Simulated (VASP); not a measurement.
TaN:

```xyz
2
Lattice="0.0000 2.4911 2.4911 2.4911 0.0000 2.4911 2.4911 2.4911 0.0000" Properties=species:S:1:pos:R:3 pbc="T T T"
Ta    0.0000    0.0000    0.0000
N     1.2456    1.2456    1.2456
```

- Program: VASP 6.6.1
- Task: relaxation of cell and atoms
- Functional: PBEsol
- Potentials or basis: VASP PAW PBE potentials, release 64 (Ta_sv_GW, N)
- Cutoff: 700 eV
- k mesh: 9 × 9 × 9
- Occupations: fermi-dirac, width 0.05 eV
- Spin: no spin polarisation
- Hubbard terms: Ta d U = 8.0 eV

At the start: pressure -17.5 GPa; volume 15.46 Å³/atom.

Q: How do energy, volume and symmetry change on relaxing?

A: Over 7 steps the energy falls by 76.8 meV/atom and the volume is 14.16 Å³/atom (-8.4 %); space group F-43m (No. 216, to 0.1 Å) before and after.

The path:
| step | energy change (eV) | largest force (eV/Å) | pressure (GPa) | volume (Å³) |
| --- | --- | --- | --- | --- |
| 1 | 0.0000 | 0.0000 | -17.50 | 30.92 |
| 2 | 0.5003 | 0.0000 | 55.30 | 23.96 |
| 3 | -0.1530 | 0.0000 | -1.15 | 28.45 |
| 4 | -0.1535 | 0.0000 | -0.19 | 28.34 |
| 5 | -0.1535 | 0.0000 | 0.22 | 28.28 |
| 6 | -0.1535 | 0.0000 | -0.37 | 28.35 |
| 7 | -0.1535 | 0.0000 | 0.01 | 28.31 |

Final structure:
```
CELL_PARAMETERS angstrom
0.00000 2.41901 2.41901
2.41901 0.00000 2.41901
2.41901 2.41901 0.00000
ATOMIC_POSITIONS crystal
Ta 0.00000 0.00000 0.00000
N 0.25000 0.25000 0.25000
```

Caveat: the PAW data sets were made with another functional, which shifts forces and pressure a little; U without spin polarisation on a metal has little footing.
